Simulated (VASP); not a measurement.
# MoS2 (P1) in VASP: single point with PBEsol

Aim: the single point of MoS2 with PBEsol.

All numbers are computed with VASP 6.6.1; they aren't measurements. Logs are shortened: lines on timing, memory, paths and dates and some standing lists are left out, and cuts for length are marked.

## 1. The cell of the first run

The typed cell holds 12 atoms: a = 6.440 Å, b = 6.440 Å, c = 5.945 Å, α = 90.00°, β = 90.00°, γ = 120.00°.

## 2. Single point, PBEsol

Input file INCAR:

```
SYSTEM = MoS2
ALGO = Normal ; EDIFF = 1E-6
ENCUT = 520 ; GGA = PS
ISIF = 2 ; ISMEAR = -1
LASPH = .TRUE. ; LCHARG = .FALSE.
LREAL = .FALSE. ; LWAVE = .FALSE.
NBANDS = 64 ; NELM = 60
PREC = Accurate ; SIGMA = 0.039
```

Input file KPOINTS:

```
k-points
0
G
  3 3 2
  0 0 0
```

Input file POSCAR:

```
MoS2
1.0
    6.4404749029      0.0000000000      0.0000000000
   -3.2202374514      5.5776148783      0.0000000000
    0.0000000000      0.0000000000      5.9450268322
Mo S
4 8
Direct
    0.0105225861      0.0176389016     -0.0076450454
   -0.0017657671      0.4860513067      0.0140149073
    0.4995738040      0.0076548849     -0.0048712985
    0.4897635332      0.4933343481      0.0014753508
    0.1669273658      0.3220835499      0.2683054333
    0.3255460527      0.1670321491      0.7364891906
    0.1657795285      0.8305365467      0.2588035418
    0.3161387397      0.6632723988      0.7353181278
    0.6764340509      0.3253842439      0.2629658442
    0.8447208674      0.1780162348      0.7376239206
    0.6655089197      0.8271897757      0.2504915524
    0.8446481201      0.6724799187      0.7411017855
```

Potentials or basis: VASP PAW PBE potentials, release 64 (Mo_sv, S).

Started as:

```console
$ cat potpaw_PBE.64/Mo_sv/POTCAR potpaw_PBE.64/S/POTCAR > POTCAR
$ mpirun -np 1 vasp_std > vasp.out
```

OUTCAR:

```text
SYSTEM = MoS2
   EDIFF = 1E-6
   ENCUT = 520
   GGA = PS
   ISIF = 2
   ISMEAR = -1
   LASPH = .TRUE.
   LREAL = .FALSE.
   NELM = 60
   PREC = Accurate

 ion  position               nearest neighbor table
   1  0.011  0.018  0.992-   6 2.32   5 2.36  10 2.37  12 2.44  11 2.46   7 2.48   2 3.06   4 3.08
                             3 3.18   3 3.26   4 3.37   2 3.39
   2  0.998  0.486  0.014-   9 2.33  10 2.38   5 2.39   7 2.41   8 2.43  12 2.50   1 3.06   4 3.14
                             3 3.15   3 3.30   4 3.30   1 3.39
   3  0.500  0.008  0.995-   9 2.39   6 2.41   7 2.43  11 2.46  10 2.46   8 2.47   2 3.15   4 3.16
                             1 3.18   1 3.26   4 3.28   2 3.30
   4  0.490  0.493  0.001-  11 2.38   5 2.40   6 2.41   8 2.49  12 2.51   9 2.52   1 3.08   2 3.14
                             3 3.16   3 3.28   2 3.30   1 3.37
   5  0.167  0.322  0.268-   1 2.36   2 2.39   4 2.40
   6  0.326  0.167  0.736-   1 2.32   4 2.41   3 2.41
   7  0.166  0.831  0.259-   2 2.41   3 2.43   1 2.48
   8  0.316  0.663  0.735-   2 2.43   3 2.47   4 2.49
   9  0.676  0.325  0.263-   2 2.33   3 2.39   4 2.52
  10  0.845  0.178  0.738-   1 2.37   2 2.38   3 2.46
  11  0.666  0.827  0.250-   4 2.38   3 2.46   1 2.46
  12  0.845  0.672  0.741-   1 2.44   2 2.50   4 2.51

  LATTYP: Found a hexagonal cell.
 ALAT       =     6.4404749029
 C/A-ratio  =     0.9230727426

  Lattice vectors:

 A1 = (   6.4404749029,   0.0000000000,   0.0000000000)
 A2 = (  -3.2202374514,   5.5776148783,   0.0000000000)
 A3 = (   0.0000000000,   0.0000000000,   5.9450268322)

Analysis of symmetry for initial positions (statically):
=====================================================================
 Subroutine PRICEL returns:
 Original cell was already a primitive cell.

 Routine SETGRP: Setting up the symmetry group for a
 hexagonal supercell.

 Subroutine GETGRP returns: Found  1 space group operations
 (whereof  1 operations were pure point group operations)
 out of a pool of 24 trial point group operations.

The static configuration has the point symmetry C_1 .

Analysis of symmetry for dynamics (positions and initial velocities):
=====================================================================
 Subroutine PRICEL returns:
 Original cell was already a primitive cell.

 Routine SETGRP: Setting up the symmetry group for a
 hexagonal supercell.

 Subroutine GETGRP returns: Found  1 space group operations
 (whereof  1 operations were pure point group operations)
 out of a pool of 24 trial point group operations.

The dynamic configuration has the point symmetry C_1 .

 Subroutine INISYM returns: Found  1 space group operations
 (whereof  1 operations are pure point group operations),
 and found     1 'primitive' translations

----------------------------------------------------------------------------------------

                                     Primitive cell

  volume of cell :     213.5602

  direct lattice vectors                    reciprocal lattice vectors
     6.440474903  0.000000000  0.000000000     0.155268053  0.089644052  0.000000000
    -3.220237451  5.577614878  0.000000000     0.000000000  0.179288105  0.000000000
     0.000000000  0.000000000  5.945026832     0.000000000  0.000000000  0.168207819

  length of vectors
     6.440474903  6.440474903  5.945026832     0.179288105  0.179288105  0.168207819

  position of ions in fractional coordinates (direct lattice)
     0.010522586  0.017638902  0.992354955
     0.998234233  0.486051307  0.014014907
     0.499573804  0.007654885  0.995128702
     0.489763533  0.493334348  0.001475351
     0.166927366  0.322083550  0.268305433
     0.325546053  0.167032149  0.736489191
     0.165779529  0.830536547  0.258803542
     0.316138740  0.663272399  0.735318128
     0.676434051  0.325384244  0.262965844
     0.844720867  0.178016235  0.737623921
     0.665508920  0.827189776  0.250491552
     0.844648120  0.672479919  0.741101785

  ion indices of the primitive-cell ions
   primitive index   ion index
                 1           1
                 2           2
                 3           3
                 4           4
                 5           5
                 6           6
                 7           7
                 8           8
                 9           9
                10          10
                11          11
                12          12

----------------------------------------------------------------------------------------

 KPOINTS: k-points

Automatic generation of k-mesh.
 Grid dimensions read from file:
 generate k-points for:    3    3    2

 Generating k-lattice:

  Cartesian coordinates                     Fractional coordinates (reciprocal lattice)
     0.051756018  0.029881351  0.000000000     0.333333333 -0.000000000  0.000000000
     0.000000000  0.059762702  0.000000000     0.000000000  0.333333333  0.000000000
     0.000000000  0.000000000  0.084103910     0.000000000  0.000000000  0.500000000

  Length of vectors
     0.059762702  0.059762702  0.084103910

  Shift w.r.t. Gamma in fractional coordinates (k-lattice)
     0.000000000  0.000000000  0.000000000

 Subroutine IBZKPT returns following result:
 ===========================================

 Found     10 irreducible k-points:

 Following reciprocal coordinates:
            Coordinates               Weight
  0.000000  0.000000  0.000000      1.000000
  0.333333  0.000000  0.000000      2.000000
  0.000000  0.333333  0.000000      2.000000
 -0.333333  0.333333  0.000000      2.000000
  0.333333  0.333333  0.000000      2.000000
  0.000000  0.000000  0.500000      1.000000
  0.333333  0.000000  0.500000      2.000000
  0.000000  0.333333  0.500000      2.000000
 -0.333333  0.333333  0.500000      2.000000
  0.333333  0.333333  0.500000      2.000000
   k-points           NKPTS =     10   k-points in BZ     NKDIM =     10   number of bands    NBANDS=     64
   number of dos      NEDOS =    301   number of ions     NIONS =     12
   total plane-waves  NPLWV = 110592
   dimension x,y,z NGX =    48 NGY =   48 NGZ =   48
   dimension x,y,z NGXF=    96 NGYF=   96 NGZF=   96
   ions per type =               4   8
   NGX,Y,Z   is equivalent  to a cutoff of  12.39, 12.39, 13.42 a.u.
   NGXF,Y,Z  is equivalent  to a cutoff of  24.78, 24.78, 26.85 a.u.
 SYSTEM =  MoS2
   PREC   = accura    normal or accurate (medium, high low for compatibility)
   ISTART =      0    job   : 0-new  1-cont  2-samecut
   ICHARG =      2    charge: 1-file 2-atom 10-const
   ISPIN  =      1    spin polarized calculation?
   LNONCOLLINEAR =      F non collinear calculations
   LSORBIT =      F    spin-orbit coupling
   LASPH  =      T    aspherical Exc in radial PAW
   ENCUT  =  520.0 eV  38.22 Ry    6.18 a.u.  11.98 11.98 11.05*2*pi/ulx,y,z
   NELM   =     60;   NELMIN=  2; NELMDL= -5     # of ELM steps
   EDIFF  = 0.1E-05   stopping-criterion for ELM
   LREAL  =      F    real-space projection
   EDIFFG = 0.1E-04   stopping-criterion for IOM
   NSW    =      0    number of steps for IOM
   IBRION =     -1    ionic relax: 0-MD 1-quasi-New 2-CG
   NFREE  =      0    steps in history (QN), initial steepest desc. (CG)
   ISIF   =      2    stress and relaxation
   ISYM   =      2    0-nonsym 1-usesym 2-fastsym
   POTIM  = 0.5000    time-step for ionic-motion
   TEBEG  =    0.0;   TEEND  =   0.0 temperature during run
   PSTRESS=    0.0 pullay stress
   NELECT =     104.0000    total number of electrons
   NUPDOWN=      -1.0000    fix difference up-down
   EMIN   =  10.00;   EMAX   =-10.00  energy-range for DOS
   EFERMI =   0.00;   METHOD = LEGACY
   ISMEAR =    -1;   SIGMA  =   0.04  broadening in eV -4-tet -1-fermi 0-gaus
   EFERMI_NEDOS =   21; number of points for ismear=-14 and -15
   IALGO  =     38    algorithm
   IMIX   =      4    mixing-type and parameters
     AMIX     =   0.40;   BMIX     =  1.00
     AMIX_MAG =   1.60;   BMIX_MAG =  1.00
  volume/ion in A,a.u.               =      17.80       120.10
  Fermi-wavevector in a.u.,A,eV,Ry     =   1.287990  2.433948 22.570957  1.658919
  Thomas-Fermi vector in A             =   2.419971
   LORBIT       =      0    0 simple, 1 ext, 2 COOP (PROOUT), +10 PAW based schemes
   GGA     = PS    functional components
   LHFCALC =     F    Hartree Fock is set to
   AEXX    =    0.0000 exact exchange contribution
   IVDW    =     0    specifies the selected vdW correction
   LEPSILON=     F    determine dielectric tensor
   LRPA    =     F    only Hartree local field effects (RPA)
 non-spin polarized calculation
  energy-cutoff  :      520.00
  volume of cell :      213.56
 maximum number of plane-waves:      5772
   NGX = 23   NGY = 23   NGZ = 23

 number of electron     104.0000002 magnetization

 Free energy of the ion-electron system (eV)
  ---------------------------------------------------
  ext. energy  EPLUGINS =         0.00000000
  ---------------------------------------------------
  free energy    TOTEN  =       -90.29761334 eV

  energy without entropy =      -90.28307470  energy(sigma->0) =      -90.29034402

 E-fermi :   7.4403     XC(G=0): -11.0718

 val. band max:        7.3667841552   @ k =   0.3333   0.3333   0.5000
 cond. band min:       7.4622713430   @ k =   0.0000   0.0000   0.0000
 fundamental gap:      0.0954871878
 Fermi energy:         7.4403273940

 k-point     1 :       0.0000    0.0000    0.0000
  band No.  band energies     occupation
      1     -54.0620      2.00000
      2     -54.0016      2.00000
      3     -53.9823      2.00000
      4     -53.9536      2.00000
      5     -28.4189      2.00000
      6     -28.4046      2.00000
[... 56 lines left out ...]
     63      11.1023      0.00000
     64      11.2399      0.00000

 k-point     2 :       0.3333    0.0000    0.0000
  band No.  band energies     occupation
      1     -54.0603      2.00000
      2     -53.9989      2.00000
      3     -53.9860      2.00000
      4     -53.9543      2.00000
      5     -28.3691      2.00000
      6     -28.3469      2.00000
[... 56 lines left out ...]
     63      10.3737      0.00000
     64      10.7340      0.00000

 k-point     3 :       0.0000    0.3333    0.0000
  band No.  band energies     occupation
      1     -54.0601      2.00000
      2     -54.0017      2.00000
      3     -53.9822      2.00000
      4     -53.9555      2.00000
      5     -28.3733      2.00000
      6     -28.3448      2.00000
[... 458 lines left out ...]
     63      10.3115      0.00000
     64      10.7943      0.00000

 k-point    10 :       0.3333    0.3333    0.5000
  band No.  band energies     occupation
      1     -54.0593      2.00000
      2     -53.9992      2.00000
      3     -53.9858      2.00000
      4     -53.9553      2.00000
      5     -28.3306      2.00000
      6     -28.3011      2.00000
[... 56 lines left out ...]
     63      10.0745      0.00000
     64      10.4611      0.00000

------------------------ aborting loop because EDIFF is reached ----------------------------------------

  FORCE on cell =-STRESS in cart. coord.  units (eV):
  Direction    XX          YY          ZZ          XY          YZ          ZX
  --------------------------------------------------------------------------------------
  -------------------------------------------------------------------------------------
  Total       -6.3626610     -3.4522446     -1.7363631      0.9391986      1.7811063     -2.3505321
  in kB      -47.7341436    -25.8995312    -13.0265949      7.0460832     13.3622683    -17.6342314
  external PRESSURE =     -28.8867566 kB  Pullay stress =       0.0000000 kB

 VOLUME and BASIS-vectors are now :
 -----------------------------------------------------------------------------
  energy-cutoff  :      520.00
  volume of cell :      213.56
      direct lattice vectors                 reciprocal lattice vectors
     6.440474903  0.000000000  0.000000000     0.155268053  0.089644052  0.000000000
    -3.220237451  5.577614878  0.000000000     0.000000000  0.179288105  0.000000000
     0.000000000  0.000000000  5.945026832     0.000000000  0.000000000  0.168207819

 POSITION                                       TOTAL-FORCE (eV/Angst)
 -----------------------------------------------------------------------------------
      0.01097      0.09838      5.89958        -0.132746      0.387671      0.610240
      4.86390      2.71101      0.08332         0.802368     -0.299163     -1.061398
      3.19284      0.04270      5.91607         0.177472      0.103567      0.198934
      1.56566      2.75163      0.00877        -0.381496     -0.735263     -0.573670
      0.03791      1.79646      1.59508         0.093886      0.354873      0.367515
      1.55879      0.93164      4.37845         0.743660      0.322832     -0.539568
     -1.60683      4.63241      1.53859         0.046908      0.262775     -0.421219
     -0.09981      3.69948      4.37149         0.895800      0.191485      0.768903
      3.30874      1.81487      1.56334        -1.078825      0.038102      0.173519
      4.86715      0.99291      4.38519        -0.563989     -0.478001     -0.156007
      1.62245      4.61375      1.48918        -0.106156      0.258231     -0.252433
      3.27439      3.75083      4.40587        -0.496881     -0.407109      0.885184
 -----------------------------------------------------------------------------------
    total drift:                               -0.000092     -0.000232     -0.000107

  FREE ENERGIE OF THE ION-ELECTRON SYSTEM (eV)
  ---------------------------------------------------
  free  energy   TOTEN  =       -90.2976133412 eV

  energy  without entropy=      -90.2830746991  energy(sigma->0) =      -90.29034402
```

It took 2.5 min on 1 thread of Intel Xeon Platinum 8488C (Sapphire Rapids), shared host; peak memory 0.36 GiB.

Results:

- Free energy: -90.2976 eV
- Pressure: -2.9 GPa
- Largest force: 1.364 eV/Å
- Band gap on the k mesh: zero (bands 52 and 53 overlap by 0.44 eV)

Forces on the atoms (eV/Å):
```
Mo  -0.133  0.388  0.610
Mo   0.802 -0.299 -1.061
Mo   0.177  0.104  0.199
Mo  -0.381 -0.735 -0.574
S    0.094  0.355  0.368
S    0.744  0.323 -0.540
S    0.047  0.263 -0.421
S    0.896  0.191  0.769
S   -1.079  0.038  0.174
S   -0.564 -0.478 -0.156
S   -0.106  0.258 -0.252
S   -0.497 -0.407  0.885
```

Caveat: the k points lie up to 0.53 Å⁻¹ apart; the atoms stand as in a frame of molecular dynamics; the PAW data sets were made with another functional, which shifts forces and pressure a little.
